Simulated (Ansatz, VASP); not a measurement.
# One calculation of B4Ru, two programs

The input INCAR:

```
SYSTEM = B4Ru
ALGO = Normal
EDIFF = 1E-6
ENCUT = 520
GGA = PE
ISIF = 2
ISMEAR = 0
LASPH = .TRUE.
LCHARG = .TRUE.
LELF = .TRUE.
LREAL = .FALSE.
LVHAR = .TRUE.
LWAVE = .FALSE.
NBANDS = 21
NELM = 60
PREC = Accurate
SIGMA = 0.1
```

KPOINTS

```
k-points
0
G
  6 6 4
  0 0 0
```

File POSCAR:

```
B4Ru
1.0
    3.1329089100      0.0000000000      0.0000000000
    0.0000000000      3.1329089100      0.0000000000
    0.0000000000      0.0000000000      5.0554684800
B Ru
4 1
Direct
    0.5000000000      0.5000000000      0.2586605000
    0.5000000000      0.5000000000      0.7413395000
    0.0000000000      0.0000000000      0.0000000000
    0.5000000000      0.5000000000      0.5000000000
    0.5000000000      0.5000000000      0.0000000000
```

Input for Ansatz:

```yaml
crystal:
  lattice:
    - [3.13290891, 0.0, 0.0]
    - [0.0, 3.13290891, 0.0]
    - [0.0, 0.0, 5.05546848]
  atoms:
    - { symbol: B, position: [0.5, 0.5, 0.2586605] }
    - { symbol: B, position: [0.5, 0.5, 0.7413395] }
    - { symbol: B, position: [0.0, 0.0, 0.0] }
    - { symbol: B, position: [0.5, 0.5, 0.5] }
    - { symbol: Ru, position: [0.5, 0.5, 0.0] }
basis:
  ecutwfc: 420
kpoints:
  mp_grid: { grid: [6, 6, 4] }
hamiltonian:
  xc: pbe
scf:
  occupations: { method: gaussian, width: 0.1 }
  lower_state_search: "off"
output:
  forces: true
  stress: true
  eigenvalues: true
```

Alike in both runs: task single point; functional PBE; k mesh 6 × 6 × 4; occupations gaussian, width 0.1 eV; no spin polarisation.

```csv
,VASP,Ansatz
version,VASP 6.6.1,Ansatz 0.2.0
potentials or method,"VASP PAW PBE potentials, release 64 (B, Ru_pv), cutoff 520 eV","scalar-relativistic, plane waves, PAW"
valence electrons in the cell,26,28
```

Ansatz gave:

* gap on the k mesh at the Fermi level (eV): none
* rms of the force components (eV/Å): 8.886

Problem. Which values does VASP return?

Solution. gap on the k mesh at the Fermi level (eV): none; rms of the force components (eV/Å): 8.645.

Atom by atom the forces differ by 0.240 eV/Å (rms over components). A gap of «none» marks a metal or a gap that the smearing closes. VASP's potentials hold 26 valence electrons a cell and Ansatz's 28, so a difference there can come from the potentials and not from the codes.
